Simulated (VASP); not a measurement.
**Al3Zn4Si9: single point with PBE**

The system is Al3Zn4Si9.

```xyz
16
Lattice="6.4251 0.1542 -0.1417 0.1542 6.3248 -0.0193 -0.1417 -0.0193 6.8505" Properties=species:S:1:pos:R:3 pbc="T T T"
Al    3.1539    3.6949    3.6905
Al    4.2789    1.2465    4.4104
Al    5.7446    4.0494    5.3447
Si   -0.4048   -0.2792    7.0109
Si    1.1763    2.7370    0.1966
Si    6.0912   -0.4987    3.3289
Si    0.7245    1.0673    1.9298
Si    2.8238    6.1170    2.5493
Si    7.0979    3.1478    3.2660
Si    1.1465    4.6552    1.6656
Si    0.4469    1.2196    5.1439
Si    4.7523    5.1680    1.5424
Zn    3.5198    0.9659    7.0302
Zn    3.4992    3.6109   -0.3507
Zn    4.8560    2.6242    1.7987
Zn    2.5005    5.8597    5.1609
```

```
Program             : VASP 6.6.1
Task                : single point
Functional          : PBE
Potentials or basis : VASP PAW PBE potentials, release 64 (Al, Si, Zn)
Cutoff              : 520 eV
k mesh              : 2 × 2 × 2, shifted
Occupations         : gaussian, width 0.1 eV
Spin                : no spin polarisation
```

| Quantity | Value |
| --- | --- |
| Pressure | 0.1 GPa |
| Largest force | 0.029 eV/Å |

Forces in eV/Å, atoms in the order of the input:
```
Al   0.005 -0.002 -0.005
Al   0.006  0.008 -0.012
Al   0.002 -0.006 -0.009
Si  -0.013  0.014  0.008
Si   0.008  0.012 -0.009
Si   0.008  0.011  0.016
Si   0.000 -0.010  0.015
Si  -0.016 -0.018 -0.004
Si  -0.008 -0.021  0.002
Si   0.022  0.008  0.015
Si  -0.016  0.000  0.000
Si   0.004  0.020 -0.002
Zn  -0.001 -0.008  0.015
Zn   0.015 -0.012 -0.014
Zn  -0.017 -0.013  0.007
Zn   0.001  0.016 -0.024
```

Levels at points of the mesh, in eV from the Fermi level:
| k point | band 43 | band 44 | band 45 | band 46 | band 47 | band 48 | band 49 | band 50 |
| --- | --- | --- | --- | --- | --- | --- | --- | --- |
| (0.25, 0.25, 0.25) | -1.27 | -1.14 | -0.93 | -0.73 | -0.16 | 0.57 | 0.78 | 1.08 |

It took 60 s on 1 thread of Intel(R) Xeon(R) 6975P-C (Granite Rapids) (shared host), peak memory 0.35 GiB.

Caveat: the k points lie up to 0.50 Å⁻¹ apart.
